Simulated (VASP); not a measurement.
Input of a VASP 6.6.1 run:

INCAR

```
PREC     = Accurate       # precision mode
ENCUT    = 520            # plane-wave cutoff, eV
EDIFF    = 1E-6           # SCF threshold, eV
ISMEAR   = -1             # smearing method
SIGMA    = 0.03           # smearing width, eV
LREAL    = False          # projectors in reciprocal space
LASPH    = True           # aspherical terms in the spheres
NELM     = 80             # most SCF steps
ALGO     = Normal         # electronic algorithm
ISIF     = 2              # what is computed and relaxed
LWAVE    = False          # write WAVECAR
LCHARG   = False          # write CHGCAR
GGA      = CA             # functional
NBANDS   = 12             # bands
```

KPOINTS

```
regular mesh
0
Gamma
  12 12 7
```

The input POSCAR:

```
Sb
1.0
    3.4026901813      0.0000000000      0.0000000000
   -1.7013450907      2.9468161382      0.0000000000
    0.0000000000      0.0000000000      5.3300000000
Sb
2
Direct
    0.3333333333      0.6666666667      0.2500000000
    0.6666666667      0.3333333333      0.7500000000
```

Potentials or basis: VASP PAW LDA potentials, release 64 (Sb).

Command:

```console
$ cat potpaw_LDA.64/Sb/POTCAR > POTCAR
$ mpirun -np 1 vasp_std > vasp.out
```

(1) What does it give for the band gap on the k mesh?

(2) Predict the pressure.

Answers

(1) zero (band 5 reaches 12.27 eV, above the bottom of band 6 at 5.68 eV).

(2) -2.6 GPa.

Caveat: the cell differs from its parent crystal (equal xx and yy strain of +1 %); spin-orbit coupling is left out, which moves the levels of the heavy elements.
